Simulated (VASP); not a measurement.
Wanted: the native input for a VASP 6.6.1 run.

```yaml
Task: single point
Functional: PBE
Potentials_or_basis: VASP PAW PBE potentials, release 64 (Gd, Cu, Fe)
Cutoff: 520 eV
k_mesh: 5 × 5 × 5
Occupations: fermi-dirac, width 0.1 eV
Spin: collinear spin, ferrimagnetic start
Starting_moments: "[-7.1, 0.0, 2.3, 2.3, 1.9] μB"
Dipole_correction: no
Further_INCAR_settings: ALGO = Normal; EDIFF = 1e-06; NBANDS = 38
```

The structure of GdFe3Cu lies in POSCAR:

```
GdFe3Cu
1.0
    0.0000000000      3.8627943700      0.0000000000
    3.8627943700      0.0000000000      0.0000000000
    1.9313971800      1.9313971800     -4.9387775900
Gd Cu Fe
1 1 3
Direct
    0.1160900000      0.1160900000      0.7678200000
    0.5141000000      0.5141000000      0.9718000000
    0.8662700000      0.3662700000      0.2674600000
    0.3662700000      0.8662700000      0.2674600000
    0.7359000000      0.7359000000      0.5282000000
```

The input as run:

INCAR

```
ALGO     = Normal         # electronic algorithm
EDIFF    = 1E-6           # SCF threshold, eV
ENCUT    = 520            # plane-wave cutoff, eV
GGA      = PE             # functional
ISIF     = 2              # what is computed and relaxed
ISMEAR   = -1             # smearing method
ISPIN    = 2              # spin polarisation
LASPH    = T              # aspherical terms in the spheres
LCHARG   = T              # write CHGCAR
LELF     = T              # ELF
LMAXMIX  = 6              # l up to which the mixer works
LORBIT   = 11             # projections on sites
LREAL    = F              # projectors in reciprocal space
LVHAR    = T            
LWAVE    = F              # write WAVECAR
MAGMOM   = -7.1 0 2.3 2.3 1.9 # initial moments
NBANDS   = 38             # bands
NELM     = 150            # most SCF steps
PREC     = Accurate       # precision mode
SIGMA    = 0.1            # smearing width, eV
```

KPOINTS

```
k-points
0
Gamma
  5 5 5
```

Potentials or basis: VASP PAW PBE potentials, release 64 (Gd, Cu, Fe).

The run is started by

```console
$ cat potpaw_PBE.64/Gd/POTCAR potpaw_PBE.64/Cu/POTCAR potpaw_PBE.64/Fe/POTCAR > POTCAR
$ mpirun -np 1 vasp_std > vasp.out
```

It gave:

```yaml
Pressure: 9.0 GPa
Largest_force: 1.371 eV/Å
Net_moment: -0.58 μB per cell
Site_moments: Gd -6.92; Cu +0.12; Fe +2.35, +1.96 (each value once) μB
Valence_electrons_inside_the_program's_atomic_spheres: Gd 15.23; Cu 10.19; Fe 7.17, 7.43 (each value once)
```

Caveat: the stress differs along the axes, from 7 to 13 GPa; forces of over 1 eV/Å act on the atoms, so gaps and moduli don't describe the material at rest.

Wall time 5.2 min on 1 thread of AMD EPYC 7R13 Processor (Zen 3), on a shared host, peak memory 0.25 GiB.
